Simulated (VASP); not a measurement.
Ru: single point with PBEsol

The system is Ru.

```
Ru
1.0
     2.58210    0.00000    0.00000
    -1.29105    2.23616    0.00000
     0.00000    0.00000    4.25238
Ru
2
Direct
  0.31331 0.62661 0.25000
  0.68669 0.37339 0.75000
```

This cell differs from its parent crystal: atoms displaced along a vibrational mode, the cell strained.

```yaml
Program: VASP 6.6.1
Task: single point
Functional: PBEsol
Potentials_or_basis: VASP PAW PBE potentials, release 64 (Ru_pv)
Cutoff: 520 eV
k_mesh: 18 × 18 × 10
Occupations: gaussian, width 0.15 eV
Spin: no spin polarisation
Dipole_correction: no
Further_INCAR_settings: ALGO = Fast; EDIFF = 1e-06; NBANDS = 21
```

```yaml
Pressure: 36.4 GPa
Largest_force: 1.546 eV/Å
Band_gap_on_the_k_mesh: zero (bands 14 and 15 overlap by 3.89 eV)
```

Forces on the atoms (eV/Å):
```
Ru   0.000  1.546  0.000
Ru   0.000 -1.546  0.000
```

Stress tensor (GPa, compression positive):
```
48.59  0.00  0.00
 0.00 37.83  0.00
 0.00  0.00 22.72
```

Levels at points of the mesh, in eV from the Fermi level:
```csv
k point,band 11,band 12,band 13,band 14,band 15,band 16,band 17,band 18
"(0.00, 0.00, 0.00)",-2.82,-2.30,-2.13,-1.82,-0.62,0.67,0.87,2.01
"(0.50, 0.00, 0.00)",-2.99,-2.14,-2.11,1.75,1.92,2.43,5.04,6.68
"(0.00, 0.50, 0.00)",-1.96,-1.77,-1.30,2.16,2.19,2.23,4.09,7.45
"(0.00, 0.00, 0.50)",-3.13,-3.13,-2.99,-2.99,0.39,0.39,0.74,0.74
"(0.50, 0.00, 0.50)",-0.98,-0.98,0.96,0.96,2.19,2.19,3.49,3.49
"(0.00, 0.50, 0.50)",-1.16,-1.16,-0.24,-0.24,2.23,2.23,4.53,4.53
```

Run time: 88 s on 1 thread of Intel(R) Xeon(R) 6975P-C (Granite Rapids), with other jobs on the host, peak memory 0.31 GiB.

Caveat: the cell differs from its parent crystal (atoms displaced along a vibrational mode, the cell strained); the stress differs along the axes, from 23 to 49 GPa; the PAW data sets were made with another functional, which shifts forces and pressure a little.
